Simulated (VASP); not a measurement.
# Si7Ni5 (P-43m) in VASP: relaxation of volume and atoms at fixed shape with PBEsol

Aim: the relaxation of volume and atoms at fixed shape of Si7Ni5 with PBEsol.

Program: VASP 6.6.1. These are calculated values, not measurements. Logs are shortened: lines on timing, memory, paths and dates and some standing lists are left out, and cuts for length are marked.

## 1. The cell of the first run

It takes space group P-43m (No. 215, cubic). The conventional cell has a = 5.431 Å, b = 5.431 Å, c = 5.431 Å, α = 90.00°, β = 90.00°, γ = 90.00°. Within 3.1 Å of Ni (site symmetry 3m) lie 1 Ni at 2.35 Å and 7 Si at 2.35 Å. Within 3.1 Å of Ni (site symmetry -43m) lie 4 Ni at 2.35 Å and 6 Si at 2.72 Å. Within 3.1 Å of Si (site symmetry -43m) lie 4 Ni at 2.35 Å and 6 Si at 2.72 Å. Si (site symmetry -42m) has 4 Ni at 2.35 Å and 6 Si at 2.72 Å within 3.1 Å. Si (site symmetry -42m) has 6 Ni at 2.35 to 2.72 Å and 4 Si at 2.72 Å within 3.1 Å.

## 2. Relaxation of volume and atoms at fixed shape, PBEsol

INCAR reads:

```
PREC = Accurate
ENCUT = 600
EDIFF = 1E-7
ISMEAR = 1
SIGMA = 0.1
LREAL = F
LASPH = T
NELM = 60
ALGO = Normal
ISIF = 8
LWAVE = F
LCHARG = F
GGA = PS
IBRION = 2
NSW = 80
EDIFFG = -0.01
```

KPOINTS reads:

```
regular mesh
0
Gamma
  8 8 8
```

POSCAR reads:

```
Si7Ni5
1.0
    5.4310000000      0.0000000000      0.0000000000
    0.0000000000      5.4310000000      0.0000000000
    0.0000000000      0.0000000000      5.4310000000
Ni Si
5 7
Direct
    0.0000000000      0.0000000000      0.0000000000
    0.0000000000      0.5000000000      0.5000000000
    0.5000000000      0.0000000000      0.5000000000
    0.5000000000      0.5000000000      0.0000000000
    0.2500000000      0.2500000000      0.2500000000
    0.7500000000      0.7500000000      0.7500000000
    0.2500000000      0.7500000000      0.7500000000
    0.7500000000      0.2500000000      0.2500000000
    0.7500000000      0.2500000000      0.7500000000
    0.2500000000      0.7500000000      0.2500000000
    0.7500000000      0.7500000000      0.2500000000
    0.2500000000      0.2500000000      0.7500000000
```

Potentials or basis: VASP PAW PBE potentials, release 64 (Ni, Si).

The run is started by

```console
cat potpaw_PBE.64/Ni/POTCAR potpaw_PBE.64/Si/POTCAR > POTCAR
mpirun -np 1 vasp_std > vasp.out
```

OUTCAR:

```text
PREC = Accurate
   ENCUT = 600
   EDIFF = 1E-7
   ISMEAR = 1
   LREAL = F
   LASPH = T
   NELM = 60
   ISIF = 8
   GGA = PS
   IBRION = 2
   NSW = 80
   EDIFFG = -0.01

 ion  position               nearest neighbor table
   1  0.000  0.000  0.000-   5 2.35   6 2.35   7 2.35   8 2.35   9 2.35  10 2.35  11 2.35  12 2.35

   2  0.000  0.500  0.500-   5 2.35   6 2.35   7 2.35   8 2.35   9 2.35  10 2.35  11 2.35  12 2.35

   3  0.500  0.000  0.500-   5 2.35   6 2.35   7 2.35   8 2.35   9 2.35  10 2.35  11 2.35  12 2.35

   4  0.500  0.500  0.000-   5 2.35   6 2.35   7 2.35   8 2.35   9 2.35  10 2.35  11 2.35  12 2.35

   5  0.250  0.250  0.250-   1 2.35   2 2.35   3 2.35   4 2.35   8 2.72  10 2.72  12 2.72  12 2.72
                            10 2.72   8 2.72
   6  0.750  0.750  0.750-   1 2.35   2 2.35   3 2.35   4 2.35   7 2.72   9 2.72  11 2.72  11 2.72
                             9 2.72   7 2.72
   7  0.250  0.750  0.750-   1 2.35   2 2.35   3 2.35   4 2.35   6 2.72  10 2.72  12 2.72  10 2.72
                            12 2.72   6 2.72
   8  0.750  0.250  0.250-   1 2.35   2 2.35   3 2.35   4 2.35   5 2.72   9 2.72  11 2.72   9 2.72
                            11 2.72   5 2.72
   9  0.750  0.250  0.750-   1 2.35   2 2.35   3 2.35   4 2.35   6 2.72   8 2.72  12 2.72   8 2.72
                             6 2.72  12 2.72
  10  0.250  0.750  0.250-   1 2.35   2 2.35   3 2.35   4 2.35   5 2.72   7 2.72  11 2.72   7 2.72
                             5 2.72  11 2.72
  11  0.750  0.750  0.250-   1 2.35   2 2.35   3 2.35   4 2.35   6 2.72   8 2.72  10 2.72   6 2.72
                             8 2.72  10 2.72
  12  0.250  0.250  0.750-   1 2.35   2 2.35   3 2.35   4 2.35   5 2.72   7 2.72   9 2.72   5 2.72
                             7 2.72   9 2.72

  LATTYP: Found a simple cubic cell.
 ALAT       =     5.4310000000

  Lattice vectors:

 A1 = (   5.4310000000,   0.0000000000,   0.0000000000)
 A2 = (   0.0000000000,   5.4310000000,   0.0000000000)
 A3 = (   0.0000000000,   0.0000000000,   5.4310000000)

Analysis of symmetry for initial positions (statically):
=====================================================================
 Subroutine PRICEL returns:
 Original cell was already a primitive cell.

 Routine SETGRP: Setting up the symmetry group for a
 simple cubic supercell.

 Subroutine GETGRP returns: Found 24 space group operations
 (whereof  6 operations were pure point group operations)
 out of a pool of 48 trial point group operations.

The static configuration has the point symmetry C_3v.
 The point group associated with its full space group is T_d .

Analysis of symmetry for dynamics (positions and initial velocities):
=====================================================================
 Subroutine PRICEL returns:
 Original cell was already a primitive cell.

 Routine SETGRP: Setting up the symmetry group for a
 simple cubic supercell.

 Subroutine GETGRP returns: Found 24 space group operations
 (whereof  6 operations were pure point group operations)
 out of a pool of 48 trial point group operations.

The dynamic configuration has the point symmetry C_3v.
 The point group associated with its full space group is T_d .

 Subroutine INISYM returns: Found 24 space group operations
 (whereof  6 operations are pure point group operations),
 and found     1 'primitive' translations

----------------------------------------------------------------------------------------

                                     Primitive cell

  volume of cell :     160.1915

  direct lattice vectors                    reciprocal lattice vectors
     5.431000000  0.000000000  0.000000000     0.184128153  0.000000000  0.000000000
     0.000000000  5.431000000  0.000000000     0.000000000  0.184128153  0.000000000
     0.000000000  0.000000000  5.431000000     0.000000000  0.000000000  0.184128153

  length of vectors
     5.431000000  5.431000000  5.431000000     0.184128153  0.184128153  0.184128153

  position of ions in fractional coordinates (direct lattice)
     0.000000000  0.000000000  0.000000000
     0.000000000  0.500000000  0.500000000
     0.500000000  0.000000000  0.500000000
     0.500000000  0.500000000  0.000000000
     0.250000000  0.250000000  0.250000000
     0.750000000  0.750000000  0.750000000
     0.250000000  0.750000000  0.750000000
     0.750000000  0.250000000  0.250000000
     0.750000000  0.250000000  0.750000000
     0.250000000  0.750000000  0.250000000
     0.750000000  0.750000000  0.250000000
     0.250000000  0.250000000  0.750000000

  ion indices of the primitive-cell ions
   primitive index   ion index
                 1           1
                 2           2
                 3           3
                 4           4
                 5           5
                 6           6
                 7           7
                 8           8
                 9           9
                10          10
                11          11
                12          12

----------------------------------------------------------------------------------------

 KPOINTS: regular mesh

Automatic generation of k-mesh.
 Grid dimensions read from file:
 generate k-points for:    8    8    8

 Generating k-lattice:

  Cartesian coordinates                     Fractional coordinates (reciprocal lattice)
     0.023016019  0.000000000  0.000000000     0.125000000  0.000000000  0.000000000
     0.000000000  0.023016019  0.000000000     0.000000000  0.125000000  0.000000000
     0.000000000  0.000000000  0.023016019     0.000000000  0.000000000  0.125000000

  Length of vectors
     0.023016019  0.023016019  0.023016019

  Shift w.r.t. Gamma in fractional coordinates (k-lattice)
     0.000000000  0.000000000  0.000000000

 Subroutine IBZKPT returns following result:
 ===========================================

 Found     35 irreducible k-points:

 Following reciprocal coordinates:
            Coordinates               Weight
  0.000000  0.000000  0.000000      1.000000
  0.125000  0.000000  0.000000      6.000000
  0.250000  0.000000  0.000000      6.000000
  0.375000  0.000000  0.000000      6.000000
  0.500000  0.000000  0.000000      3.000000
  0.125000  0.125000  0.000000     12.000000
[... 16 lines left out ...]
  0.375000  0.375000  0.125000     24.000000
  0.500000  0.375000  0.125000     24.000000
 [... further k-points ...]
   k-points           NKPTS =     35   k-points in BZ     NKDIM =     35   number of bands    NBANDS=     46
   number of dos      NEDOS =    301   number of ions     NIONS =     12
   total plane-waves  NPLWV = 110592
   dimension x,y,z NGX =    48 NGY =   48 NGZ =   48
   dimension x,y,z NGXF=    96 NGYF=   96 NGZF=   96
   ions per type =               5   7
   NGX,Y,Z   is equivalent  to a cutoff of  14.69, 14.69, 14.69 a.u.
   NGXF,Y,Z  is equivalent  to a cutoff of  29.39, 29.39, 29.39 a.u.
 SYSTEM =  unknown system
   PREC   = accura    normal or accurate (medium, high low for compatibility)
   ISTART =      0    job   : 0-new  1-cont  2-samecut
   ICHARG =      2    charge: 1-file 2-atom 10-const
   ISPIN  =      1    spin polarized calculation?
   LNONCOLLINEAR =      F non collinear calculations
   LSORBIT =      F    spin-orbit coupling
   LASPH  =      T    aspherical Exc in radial PAW
   ENCUT  =  600.0 eV  44.10 Ry    6.64 a.u.  10.85 10.85 10.85*2*pi/ulx,y,z
   NELM   =     60;   NELMIN=  2; NELMDL= -5     # of ELM steps
   EDIFF  = 0.1E-06   stopping-criterion for ELM
   LREAL  =      F    real-space projection
   EDIFFG = -.1E-01   stopping-criterion for IOM
   NSW    =     80    number of steps for IOM
   IBRION =      2    ionic relax: 0-MD 1-quasi-New 2-CG
   NFREE  =      1    steps in history (QN), initial steepest desc. (CG)
   ISIF   =      8    stress and relaxation
   ISYM   =      2    0-nonsym 1-usesym 2-fastsym
   POTIM  = 0.5000    time-step for ionic-motion
   TEBEG  =    0.0;   TEEND  =   0.0 temperature during run
   PSTRESS=    0.0 pullay stress
   NELECT =      78.0000    total number of electrons
   NUPDOWN=      -1.0000    fix difference up-down
   EMIN   =  10.00;   EMAX   =-10.00  energy-range for DOS
   EFERMI =   0.00;   METHOD = LEGACY
   ISMEAR =     1;   SIGMA  =   0.10  broadening in eV -4-tet -1-fermi 0-gaus
   EFERMI_NEDOS =   21; number of points for ismear=-14 and -15
   IALGO  =     38    algorithm
   IMIX   =      4    mixing-type and parameters
     AMIX     =   0.40;   BMIX     =  1.00
     AMIX_MAG =   1.60;   BMIX_MAG =  1.00
  volume/ion in A,a.u.               =      13.35        90.09
  Fermi-wavevector in a.u.,A,eV,Ry     =   1.287933  2.433840 22.568951  1.658771
  Thomas-Fermi vector in A             =   2.419917
   LORBIT       =      0    0 simple, 1 ext, 2 COOP (PROOUT), +10 PAW based schemes
   GGA     = PS    functional components
   LHFCALC =     F    Hartree Fock is set to
   AEXX    =    0.0000 exact exchange contribution
   IVDW    =     0    specifies the selected vdW correction
   LEPSILON=     F    determine dielectric tensor
   LRPA    =     F    only Hartree local field effects (RPA)
 conjugate gradient relaxation of ions
 non-spin polarized calculation
 Methfessel and Paxton  Order N= 1 SIGMA  =   0.10
  energy-cutoff  :      600.00
  volume of cell :      160.19
 maximum number of plane-waves:      5400
 NGX is ok and might be reduce to    48
   NGX = 21   NGY = 21   NGZ = 21

--------------------------------------- Ionic step        1  -------------------------------------------

 number of electron      78.0000048 magnetization

 Free energy of the ion-electron system (eV)
  ---------------------------------------------------
  ext. energy  EPLUGINS =         0.00000000
  ---------------------------------------------------
  free energy    TOTEN  =       -75.76215667 eV

  energy without entropy =      -75.75912876  energy(sigma->0) =      -75.76114737

------------------------ aborting loop because EDIFF is reached ----------------------------------------

  FORCE on cell =-STRESS in cart. coord.  units (eV):
  Direction    XX          YY          ZZ          XY          YZ          ZX
  --------------------------------------------------------------------------------------
  -------------------------------------------------------------------------------------
  Total       -6.5344479     -6.5344479     -6.5344479     -0.0000000     -0.0000000     -0.0000000
  in kB      -65.3551884    -65.3551884    -65.3551884     -0.0000000     -0.0000000     -0.0000000
  external PRESSURE =     -65.3551884 kB  Pullay stress =       0.0000000 kB
[... 215 lines left out ...]
  energy  without entropy=      -76.0513015730  energy(sigma->0) =      -76.05128093

--------------------------------------- Ionic step        6  -------------------------------------------

 number of electron      78.0000002 magnetization

 E-fermi :   9.9749     XC(G=0): -11.8993

 val. band max:        9.9730522187   @ k =   0.2500   0.2500   0.0000
 cond. band min:       9.9778611400   @ k =   0.3750   0.3750   0.3750
 fundamental gap:      0.0048089213
 Fermi energy:         9.9748545362

 k-point     1 :       0.0000    0.0000    0.0000
  band No.  band energies     occupation
      1      -3.4185      2.00000
      2       0.4200      2.00000
      3       0.4200      2.00000
      4       1.3334      2.00000
      5       2.3957      2.00000
      6       2.3957      2.00000
[... 1210 lines left out ...]
  energy  without entropy=      -76.0515615831  energy(sigma->0) =      -76.05150702

--------------------------------------- Ionic step        7  -------------------------------------------

 number of electron      78.0000003 magnetization

 Free energy of the ion-electron system (eV)
  ---------------------------------------------------
  ext. energy  EPLUGINS =         0.00000000
  ---------------------------------------------------
  free energy    TOTEN  =       -76.05228583 eV

  energy without entropy =      -76.05234069  energy(sigma->0) =      -76.05230412

 E-fermi :  10.0157     XC(G=0): -11.9136

 val. band max:       10.0129066863   @ k =   0.2500   0.2500   0.0000
 cond. band min:      10.0190720282   @ k =   0.3750   0.3750   0.3750
 fundamental gap:      0.0061653419
 Fermi energy:        10.0157418909

 k-point     1 :       0.0000    0.0000    0.0000
  band No.  band energies     occupation
      1      -3.4022      2.00000
      2       0.4480      2.00000
      3       0.4480      2.00000
      4       1.3622      2.00000
      5       2.4168      2.00000
      6       2.4168      2.00000
[... 1206 lines left out ...]
  FREE ENERGIE OF THE ION-ELECTRON SYSTEM (eV)
  ---------------------------------------------------
  free  energy   TOTEN  =       -76.0522858258 eV

  energy  without entropy=      -76.0523406944  energy(sigma->0) =      -76.05230412

 reached required accuracy - stopping structural energy minimisation
```

Run time: 23 min. Hardware: 1 thread of Intel Xeon 6975P-C (Granite Rapids), shared host; peak memory 0.51 GiB.

Results:

```
Free energy                           : -76.0523 eV
Relaxed volume                        : 12.76 Å³/atom
Relaxed cell                          : a = 5.350 Å, b = 5.350 Å, c = 5.350 Å, α = 90.00°, β = 90.00°, γ = 90.00°
Space group after relaxing (to 0.1 Å) : P-43m (No. 215)
Energy gained by relaxing             : 24.2 meV/atom
Ionic steps                           : 7
Pressure after relaxing               : 0.0 GPa
Band gap on the k mesh                : zero (bands 39 and 40 overlap by 0.78 eV)
```

The path:
```csv
step,energy change (eV),largest force (eV/Å),pressure (GPa),volume (Å³)
1,0.0000,0.8720,-6.54,160.19
2,-0.1717,0.3829,6.42,147.90
3,-0.2385,0.6143,1.42,151.83
4,-0.2882,0.0653,0.69,152.49
5,-0.2891,0.0180,0.60,152.59
6,-0.2893,0.0232,-0.52,153.58
7,-0.2901,0.0041,0.01,153.11
```

Final structure:
```
CELL_PARAMETERS angstrom
5.34981 0.00000 0.00000
0.00000 5.34981 0.00000
0.00000 0.00000 5.34981
ATOMIC_POSITIONS crystal
Ni 0.99297 0.99297 0.99297
Ni 0.99297 0.50703 0.50703
Ni 0.50703 0.99297 0.50703
Ni 0.50703 0.50703 0.99297
Ni 0.25000 0.25000 0.25000
Si 0.75000 0.75000 0.75000
Si 0.25000 0.75000 0.75000
Si 0.75000 0.25000 0.25000
Si 0.75000 0.25000 0.75000
Si 0.25000 0.75000 0.25000
Si 0.75000 0.75000 0.25000
Si 0.25000 0.25000 0.75000
```

Levels at points of the mesh, in eV from the Fermi level:
| k point | band 36 | band 37 | band 38 | band 39 | band 40 | band 41 | band 42 | band 43 |
| --- | --- | --- | --- | --- | --- | --- | --- | --- |
| (0.00, 0.00, 0.00) | -1.20 | -1.17 | -1.17 | 0.22 | 0.22 | 0.48 | 1.97 | 1.97 |
| (0.50, 0.00, 0.00) | -0.81 | -0.81 | -0.55 | -0.28 | -0.28 | -0.07 | 0.28 | 1.36 |
| (0.50, 0.50, 0.00) | -0.88 | -0.88 | -0.72 | 0.23 | 0.23 | 0.35 | 1.80 | 1.80 |
| (0.50, 0.50, 0.50) | -1.07 | 0.42 | 0.42 | 0.48 | 0.48 | 0.48 | 2.27 | 2.27 |

Caveat: the PAW data sets were made with another functional, which shifts forces and pressure a little.
